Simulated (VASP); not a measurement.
# P in VASP: notebook

Runs on P. Level: PBE. Tasks: single point.

All numbers are computed with VASP 6.6.1; they aren't measurements. Logs are shortened: lines on timing, memory, paths and dates and some standing lists are left out, and cuts for length are marked.

## Step 1: The cell of the first run

The cell holds a slab with vacuum, 4 atoms: a = 4.628 Å, b = 3.160 Å, c = 27.820 Å, α = 90.00°, β = 90.00°, γ = 90.00°.

## Step 2: Single point, PBE (uniaxial y strain -4.0%)

Contents of INCAR:

```
PREC = Accurate ; ENCUT = 520
EDIFF = 1E-7 ; ISMEAR = -1
SIGMA = 0.02 ; LREAL = F
LASPH = T ; NELM = 80
ALGO = Normal ; ISIF = 2
LWAVE = F ; LCHARG = T
LDIPOL = T ; IDIPOL = 3
DIPOL = 0.5 0.5 0.341 ; GGA = PE
LELF = T ; LVHAR = T
LVACPOTAV = T ; NBANDS = 18
```

Contents of KPOINTS:

```
regular mesh
0
Gamma
  6 8 1
```

Contents of POSCAR:

```
P
1.0
    4.6275012813      0.0000000000      0.0000000000
    0.0000000000      3.1601928496      0.0000000000
    0.0000000000      0.0000000000     27.8195791164
P
4
Direct
    0.0890957741      0.0000000000      0.3791396754
    0.4109042259      0.5000000000      0.3791396754
    0.5890957741      0.5000000000      0.3038325551
    0.9109042259      0.0000000000      0.3038325551
```

Potentials or basis: VASP PAW PBE potentials, release 64 (P).

The run is started by

```bash
> cat potpaw_PBE.64/P/POTCAR > POTCAR
> mpirun -np 1 vasp_std > vasp.out
```

OUTCAR:

```text
PREC = Accurate
   ENCUT = 520
   EDIFF = 1E-7
   ISMEAR = -1
   LREAL = F
   LASPH = T
   NELM = 80
   ISIF = 2
   GGA = PE

 ion  position               nearest neighbor table
   1  0.089  0.000  0.379-   2 2.17   2 2.17   4 2.25
   2  0.411  0.500  0.379-   1 2.17   1 2.17   3 2.25
   3  0.589  0.500  0.304-   4 2.17   4 2.17   2 2.25
   4  0.911  0.000  0.304-   3 2.17   3 2.17   1 2.25

  LATTYP: Found a simple orthorhombic cell.
 ALAT       =     3.1601928496
 B/A-ratio  =     1.4643097752
 C/A-ratio  =     8.8031270370

  Lattice vectors:

 A1 = (   0.0000000000,  -3.1601928496,   0.0000000000)
 A2 = (   4.6275012813,   0.0000000000,   0.0000000000)
 A3 = (   0.0000000000,   0.0000000000,  27.8195791164)

Analysis of symmetry for initial positions (statically):
=====================================================================
 Subroutine PRICEL returns:
 Original cell was already a primitive cell.

 Routine SETGRP: Setting up the symmetry group for a
 simple orthorhombic supercell.

 Subroutine GETGRP returns: Found  8 space group operations
 (whereof  2 operations were pure point group operations)
 out of a pool of  8 trial point group operations.

The static configuration has the point symmetry C_1h.
 The point group associated with its full space group is D_2h.

Analysis of symmetry for dynamics (positions and initial velocities):
=====================================================================
 Subroutine PRICEL returns:
 Original cell was already a primitive cell.

 Routine SETGRP: Setting up the symmetry group for a
 simple orthorhombic supercell.

 Subroutine GETGRP returns: Found  8 space group operations
 (whereof  2 operations were pure point group operations)
 out of a pool of  8 trial point group operations.

The dynamic configuration has the point symmetry C_1h.
 The point group associated with its full space group is D_2h.

 Subroutine INISYM returns: Found  8 space group operations
 (whereof  2 operations are pure point group operations),
 and found     1 'primitive' translations

----------------------------------------------------------------------------------------

                                     Primitive cell

  volume of cell :     406.8279

  direct lattice vectors                    reciprocal lattice vectors
[... 91 lines left out ...]
   NFREE  =      0    steps in history (QN), initial steepest desc. (CG)
   ISIF   =      2    stress and relaxation
   ISYM   =      2    0-nonsym 1-usesym 2-fastsym
   POTIM  = 0.5000    time-step for ionic-motion
   TEBEG  =    0.0;   TEEND  =   0.0 temperature during run
   PSTRESS=    0.0 pullay stress
   NELECT =      20.0000    total number of electrons
   NUPDOWN=      -1.0000    fix difference up-down
   EMIN   =  10.00;   EMAX   =-10.00  energy-range for DOS
   EFERMI =   0.00;   METHOD = LEGACY
   ISMEAR =    -1;   SIGMA  =   0.02  broadening in eV -4-tet -1-fermi 0-gaus
   EFERMI_NEDOS =   21; number of points for ismear=-14 and -15
   IALGO  =     38    algorithm
   IMIX   =      4    mixing-type and parameters
     AMIX     =   0.40;   BMIX     =  1.00
     AMIX_MAG =   1.60;   BMIX_MAG =  1.00
  volume/ion in A,a.u.               =     101.71       686.35
  Fermi-wavevector in a.u.,A,eV,Ry     =   0.599719  1.133305  4.893513  0.359663
  Thomas-Fermi vector in A             =   1.651307
   LORBIT       =      0    0 simple, 1 ext, 2 COOP (PROOUT), +10 PAW based schemes
   GGA     = PE    functional components
   LHFCALC =     F    Hartree Fock is set to
   AEXX    =    0.0000 exact exchange contribution
   IVDW    =     0    specifies the selected vdW correction
   LEPSILON=     F    determine dielectric tensor
   LRPA    =     F    only Hartree local field effects (RPA)
 non-spin polarized calculation
  energy-cutoff  :      520.00
  volume of cell :      406.83
 maximum number of plane-waves:     11005
 NGX is ok and might be reduce to    36
   NGX = 17   NGY = 11   NGZ =103

 dipolmoment           0.000000      0.000000     -0.000006 electrons x Angstroem

 number of electron      20.0000000 magnetization

 dipolmoment           0.000000      0.000000      0.000000 electrons x Angstroem

 Free energy of the ion-electron system (eV)
  ---------------------------------------------------
  ext. energy  EPLUGINS =         0.00000000
  ---------------------------------------------------
  free energy    TOTEN  =       -21.36425749 eV

  energy without entropy =      -21.36425749  energy(sigma->0) =      -21.36425749

 E-fermi :  -2.6083     XC(G=0):  -2.2262

 val. band max:       -2.9751798741   @ k =   0.0000   0.1250   0.0000
 cond. band min:      -2.2593837109   @ k =   0.0000   0.0000   0.0000
 fundamental gap:      0.7157961632
 Fermi energy:        -2.6082581805

 k-point     1 :       0.0000    0.0000    0.0000
  band No.  band energies     occupation
      1     -18.2692      2.00000
      2     -15.8487      2.00000
      3     -12.2087      2.00000
      4      -8.8951      2.00000
      5      -7.7369      2.00000
      6      -7.7348      2.00000
[... 397 lines left out ...]
      5      -8.0614      2.00000
      6      -8.0614      2.00000
[... 10 lines left out ...]
     17       3.5485      0.00000
     18       3.5485      0.00000

------------------------ aborting loop because EDIFF is reached ----------------------------------------

 vacuum level on the upper side and lower side of the slab       (xc-potential included)        -0.083        -0.084

  FORCE on cell =-STRESS in cart. coord.  units (eV):
  Direction    XX          YY          ZZ          XY          YZ          ZX
  --------------------------------------------------------------------------------------
  -------------------------------------------------------------------------------------
  Total        1.4291444      4.9426891      0.3781261      0.0000000      0.0000000     -0.0000000
  in kB        5.6282839     19.4653936      1.4891435      0.0000000      0.0000000     -0.0000000
  external PRESSURE =       8.8609403 kB  Pullay stress =       0.0000000 kB

 VOLUME and BASIS-vectors are now :
 -----------------------------------------------------------------------------
  energy-cutoff  :      520.00
  volume of cell :      406.83
      direct lattice vectors                 reciprocal lattice vectors
     4.627501281  0.000000000  0.000000000     0.216099346  0.000000000  0.000000000
     0.000000000  3.160192850  0.000000000     0.000000000  0.316436385  0.000000000
     0.000000000  0.000000000 27.819579116     0.000000000  0.000000000  0.035945907

 POSITION                                       TOTAL-FORCE (eV/Angst)
 -----------------------------------------------------------------------------------
      0.41229      0.00000     10.54751        -0.224407     -0.000000      0.093742
      1.90146      1.58010     10.54751         0.224407     -0.000000      0.093742
      2.72604      1.58010      8.45249        -0.224407      0.000000     -0.093742
      4.21521      0.00000      8.45249         0.224407      0.000000     -0.093742
 -----------------------------------------------------------------------------------
    total drift:                               -0.000000      0.000000      0.000000

  FREE ENERGIE OF THE ION-ELECTRON SYSTEM (eV)
  ---------------------------------------------------
  free  energy   TOTEN  =       -21.3642574945 eV

  energy  without entropy=      -21.3642574937  energy(sigma->0) =      -21.36425749

 vacuum level on the upper side and lower side of the slab         2.056         2.056
```

Wall time 1.8 min (1 thread of Intel Xeon 6975P-C (Granite Rapids), shared host); peak memory 0.47 GiB.

What came out:

| Quantity | Value |
| --- | --- |
| Free energy | -21.3643 eV |
| Largest force | 0.243 eV/Å |
| Band gap on the k mesh | 0.72 eV (least direct gap 0.72 eV) |
| Ionisation potential of the upper face | 5.03 eV |

Forces on the atoms (eV/Å):
```
P   -0.224  0.000  0.094
P    0.224  0.000  0.094
P   -0.224  0.000 -0.094
P    0.224  0.000 -0.094
```

Caveat: the cell differs from its parent crystal (uniaxial y strain -4.0%).

## Step 3: Single point, PBE (uniaxial y strain -3.0%)

Contents of INCAR:

```
ALGO = Normal ; DIPOL = 0.5 0.5 0.341
EDIFF = 1E-6 ; ENCUT = 520
GGA = PE ; IDIPOL = 3
ISIF = 2 ; ISMEAR = -1
LASPH = T ; LCHARG = T
LDIPOL = T ; LELF = T
LREAL = F ; LVACPOTAV = T
LVHAR = T ; LWAVE = F
NBANDS = 18 ; NELM = 100
PREC = Accurate ; SIGMA = 0.02
```

Contents of KPOINTS:

```
k-points
0
Gamma
  6 8 1
```

Contents of POSCAR:

```
P
1.0
    4.6275012813      0.0000000000      0.0000000000
    0.0000000000      3.1931115251      0.0000000000
    0.0000000000      0.0000000000     27.8195791164
P
4
Direct
    0.0896676512      0.0000000000      0.3790885903
    0.4103323488      0.5000000000      0.3790885903
    0.5896676512      0.5000000000      0.3038836402
    0.9103323488      0.0000000000      0.3038836402
```

Potentials or basis: VASP PAW PBE potentials, release 64 (P).

The run is started by

```bash
> cat potpaw_PBE.64/P/POTCAR > POTCAR
> mpirun -np 1 vasp_std > vasp.out
```

Run time: 1.7 min. Hardware: 1 thread of Intel Xeon 6975P-C (Granite Rapids), shared host; peak memory 0.48 GiB.

Results (log left out):

```
Free energy            : -21.4066 eV
Largest force          : 0.234 eV/Å
Band gap on the k mesh : 0.77 eV
```

Forces on the atoms (eV/Å):
```
P   -0.213  0.000  0.095
P    0.213  0.000  0.095
P   -0.213  0.000 -0.095
P    0.213  0.000 -0.095
```

Levels at points of the mesh, in eV from the valence-band top:
```tsv
k point	band 8	band 9	band 10	band 11	band 12	band 13
(0.00, 0.00, 0.00)	-1.81	-1.47	0.00	0.77	2.03	3.20
(0.50, 0.00, 0.00)	-2.24	-1.30	-1.30	2.56	2.56	3.65
(0.00, 0.50, 0.00)	-2.73	-1.94	-1.94	1.18	1.18	2.17
(0.50, 0.50, 0.00)	-4.57	-1.07	-1.07	2.38	2.38	3.80
```

Caveat: the cell differs from its parent crystal (uniaxial y strain -3.0%).

(Continued in part 2 of 2.)
